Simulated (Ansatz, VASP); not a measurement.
# Al in VASP and in Ansatz

```
CELL_PARAMETERS angstrom
0.00000 -2.02398 -2.02398
-2.02398 0.00000 -2.02398
2.02398 2.02398 -4.04796
ATOMIC_POSITIONS crystal
Al 0.53782 0.53782 0.49999
Al 0.96218 0.96218 0.00001
```

Change from the starting cell: mode 4 (135.7 1/cm) frozen in, largest displacement +0.188 Å.

Alike in both runs: task single point; functional PBEsol; k mesh 18 × 18 × 20; occupations gaussian, width 0.15 eV; no spin polarisation.

|  | VASP | Ansatz |
| --- | --- | --- |
| version | VASP 6.6.1 | Ansatz 0.2.0 |
| potentials or method | VASP PAW PBE potentials, release 64 (Al), cutoff 520 eV | scalar-relativistic, plane waves, PAW |
| valence electrons in the cell | 6 | 6 |

|  | VASP | Ansatz | Ansatz less VASP |
| --- | --- | --- | --- |
| gap on the k mesh at the Fermi level (eV) | none | none | - |
| pressure (GPa) | -0.6 | -0.7 | -0.06 |
| traceless stress, the component that is largest in VASP (GPa) | 1.47 | 1.46 | -0.010 |
| rms of the force components (eV/Å) | 0.190 | 0.189 | -0.0011 |

VASP's potentials were made for PBE, not for PBEsol. Atom by atom the forces differ by 0.001 eV/Å (rms over components). A gap of «none» marks a metal or a gap that the smearing closes.
